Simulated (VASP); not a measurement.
# Al in VASP: further runs, part 2 of 2

VASP 6.6.1. The steps go on from the part before.

**3. Single point, PBE**

This run uses another cell than the first one, of 16.52 Å³/atom, 1.002 times its volume.

The input, INCAR:

```
SYSTEM = Al
PREC = Accurate
ENCUT = 520
EDIFF = 1E-6
ISMEAR = 0
SIGMA = 0.1
LREAL = .False.
LASPH = .True.
NELM = 80
ALGO = Fast
ISIF = 2
LWAVE = .False.
LCHARG = .False.
GGA = PE
NBANDS = 8
```

The input, KPOINTS:

```
regular mesh
0
Gamma
  8 8 8
  0 0 0
```

The input, POSCAR:

```
Al
1.0
   -1.4021525282      1.4540541941      2.0257244596
    1.4021525282     -1.4540541941      2.0257244596
    1.4021525282      1.4540541941     -2.0257244596
Al
1
Direct
    0.0000000000      0.0000000000      0.0000000000
```

Potentials or basis: VASP PAW PBE potentials, release 64 (Al).

Started as:

```sh
> cat potpaw_PBE.64/Al/POTCAR > POTCAR
> mpirun -np 1 vasp_std > vasp.out
```

OUTCAR:

```text
SYSTEM = Al
   PREC = Accurate
   ENCUT = 520
   EDIFF = 1E-6
   ISMEAR = 0
   LREAL = .False.
   LASPH = .True.
   NELM = 80
   ISIF = 2
   GGA = PE

 ion  position               nearest neighbor table
   1  0.000  0.000  0.000-

  LATTYP: Found a body centered orthorhombic cell.
 ALAT       =     2.8043050564
 B/A-ratio  =     1.0370157061
 C/A-ratio  =     1.4447247492

  Lattice vectors:

 A1 = (  -1.4021525282,   1.4540541941,   2.0257244596)
 A2 = (   1.4021525282,  -1.4540541941,   2.0257244596)
[... 445 lines left out ...]
      8      28.7945      0.00000

 [... further k-points ...]

------------------------ aborting loop because EDIFF is reached ----------------------------------------

  FORCE on cell =-STRESS in cart. coord.  units (eV):
  Direction    XX          YY          ZZ          XY          YZ          ZX
  --------------------------------------------------------------------------------------
  -------------------------------------------------------------------------------------
  Total        0.2785591     -0.0906374     -0.1625315     -0.0000000      0.0000000      0.0000000
  in kB       27.0154210     -8.7902614    -15.7627477     -0.0000000      0.0000000      0.0000000
  external PRESSURE =       0.8208040 kB  Pullay stress =       0.0000000 kB

 VOLUME and BASIS-vectors are now :
 -----------------------------------------------------------------------------
  energy-cutoff  :      520.00
  volume of cell :       16.52
      direct lattice vectors                 reciprocal lattice vectors
    -1.402152528  1.454054194  2.025724460     0.000000000  0.343866138  0.246825277
     1.402152528 -1.454054194  2.025724460     0.356594586  0.000000000  0.246825277
     1.402152528  1.454054194 -2.025724460     0.356594586  0.343866138  0.000000000

 POSITION                                       TOTAL-FORCE (eV/Angst)
 -----------------------------------------------------------------------------------
      0.00000      0.00000      0.00000        -0.000000     -0.000000     -0.000000
 -----------------------------------------------------------------------------------
    total drift:                                0.000000      0.000000      0.000000

  FREE ENERGIE OF THE ION-ELECTRON SYSTEM (eV)
  ---------------------------------------------------
  free  energy   TOTEN  =        -3.7402392079 eV

  energy  without entropy=       -3.7385176856  energy(sigma->0) =       -3.73937845
```

Wall time 9.1 s (1 thread of Intel Xeon Platinum 8259CL at 2.50GHz (Skylake/Cascade Lake), shared host); peak memory 0.13 GiB.

Results:

```
Free energy : -3.7402 eV
Pressure    : 0.1 GPa
```

Levels at points of the mesh, in eV from the Fermi level:
```csv
k point,band 1,band 2,band 3,band 4
"(0.00, 0.00, 0.00)",-10.99,12.19,12.69,13.34
"(0.50, 0.00, 0.00)",-4.55,-4.47,11.44,11.60
"(0.00, 0.50, 0.00)",-4.36,-4.02,11.12,11.14
"(0.50, 0.50, 0.00)",-2.77,-1.44,5.38,5.70
"(0.50, 0.50, 0.50)",-2.82,-1.52,5.12,5.34
```

Caveat: the k points lie up to 0.39 Å⁻¹ apart.

**4. Single point, PBE**

This run uses another cell than the first one: it holds 8 atoms, not 1.

The input, INCAR:

```
PREC = Accurate ; ENCUT = 520
EDIFF = 1E-7 ; ISMEAR = 0
SIGMA = 0.1 ; LREAL = False
LASPH = True ; NELM = 60
ALGO = Fast ; ISIF = 2
LWAVE = False ; LCHARG = False
GGA = PE ; NBANDS = 22
```

The input, KPOINTS:

```
Automatic mesh
0
Gamma
  6 6 4
```

The input, POSCAR:

```
Al
1.0
    5.6086093050      0.0024578021     -0.0017377811
   -2.8062139391      4.0502194638     -0.0000508731
   -0.0028053985      0.0014040548      5.8162159304
Al
8
Direct
    0.0000094398     -0.0000001884      0.1250333707
    0.0000180085      0.0000030312      0.6250330075
   -0.0000156484      0.5000489770     -0.1252478309
   -0.0000759390      0.4999635251      0.3747778695
    0.5000666229      0.0000667699      0.1249270752
    0.4999654820     -0.0001209853      0.6249354397
    0.4999801996      0.4999612469     -0.1247300178
    0.5000518350      0.5000776234      0.3752710862
```

Started as:

```sh
> cat potpaw_PBE.64/Al/POTCAR > POTCAR
> mpirun -np 1 vasp_std > vasp.out
```

Run time: 4.4 min. Hardware: 1 thread of Intel Xeon Platinum 8259CL at 2.50GHz (Skylake/Cascade Lake), shared host; peak memory 0.34 GiB.

The run converged. Its results:

* Free energy: -29.9696 eV
* Pressure: -0.1 GPa
* Largest force: 0.004 eV/Å
* Band gap on the k mesh: zero (band 12 reaches 8.92 eV, above the bottom of band 13 at 6.36 eV)

Forces in eV/Å, atoms in the order of the input:
```
Al   0.000  0.001  0.000
Al   0.000  0.001  0.000
Al   0.001 -0.001  0.003
Al   0.002  0.001  0.002
Al  -0.001 -0.001  0.001
Al  -0.001  0.002  0.001
Al   0.000  0.000 -0.003
Al  -0.001 -0.002 -0.003
```

Stress tensor (GPa, compression positive):
```
-0.05  0.00  0.07
 0.00 -0.11  0.00
 0.07  0.00 -0.09
```

Levels at points of the mesh, in eV from the Fermi level:
```
           k point  band 10  band 11  band 12  band 13  band 14  band 15
(0.00, 0.00, 0.00)    -0.84    -0.84    -0.61    -0.61     0.30     0.30
(0.50, 0.00, 0.00)    -0.78    -0.78    -0.77    -0.29    -0.29     3.76
(0.50, 0.50, 0.00)    -0.78    -0.78    -0.77    -0.29    -0.29     3.76
(0.00, 0.50, 0.00)    -2.79    -1.47    -1.46     1.48     1.48     2.99
(0.00, 0.00, 0.50)    -2.99    -1.84    -1.84    -1.52    -1.52    -0.44
(0.50, 0.00, 0.50)    -0.26    -0.26    -0.26     1.34     1.34     1.35
(0.50, 0.50, 0.50)    -0.26    -0.26    -0.26     1.34     1.34     1.35
(0.00, 0.50, 0.50)     0.61     0.61     0.61     2.48     2.48     2.49
```

**5. Overview**

```tsv
cell	k mesh	cutoff (eV)	gap on the mesh (eV)	pressure (GPa)
a = 2.857 Å, angles 60.0°, 1 atom	24 × 24 × 24	500	none	0.0
a = 2.861 Å, angles 121.3, 118.9, 89.8°, 1 atom	8 × 8 × 8	520	none	0.1
a = 5.609, b = 4.927, c = 5.816 Å, angles 90.0, 90.0, 124.7°, 8 atoms	6 × 6 × 4	520	none	-0.1
```

Alike in all rows: task single point; level PBE; potentials or basis VASP PAW PBE potentials, release 64 (Al); no spin polarisation; smearing gaussian 0.1 eV.

Caveats: some runs use coarse meshes.

Total energies depend on the potentials used, so only differences within one code and one set of settings carry meaning.
